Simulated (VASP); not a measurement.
Input of a VASP 6.6.1 run:

Contents of INCAR:

```
PREC = Accurate
ENCUT = 520
EDIFF = 1E-6
ISMEAR = -1
SIGMA = 0.05
LREAL = F
LASPH = T
NELM = 100
ALGO = Normal
ISIF = 2
LWAVE = F
LCHARG = F
GGA = PS
NBANDS = 24
```

KPOINTS

```
regular mesh
0
Gamma
  9 9 13
```

File POSCAR:

```
Ta
1.0
    0.0000000000      3.2820482161     -3.2820482161
   -3.2820482161      0.0000000000      3.2820482161
    1.6410241081      1.6410241081      1.6410241081
Ta
3
Direct
    0.0000000000      0.0000000000      0.0000000000
    0.3333333330      0.6666666670      0.3333333330
    0.6666666670      0.3333333330      0.6666666670
```

Potentials or basis: VASP PAW PBE potentials, release 64 (Ta_pv).

Run with:

```bash
$ cat potpaw_PBE.64/Ta_pv/POTCAR > POTCAR
$ mpirun -np 1 vasp_std > vasp.out
```

Q: Estimate the band gap on the k mesh.

A: Zero (an odd number of electrons rules out a gap without spin polarisation).

Q: Predict the pressure.

A: 0.1 GPa.

Caveat: the PAW data sets were made with another functional, which shifts forces and pressure a little; spin-orbit coupling is left out, which moves the levels of the heavy elements.
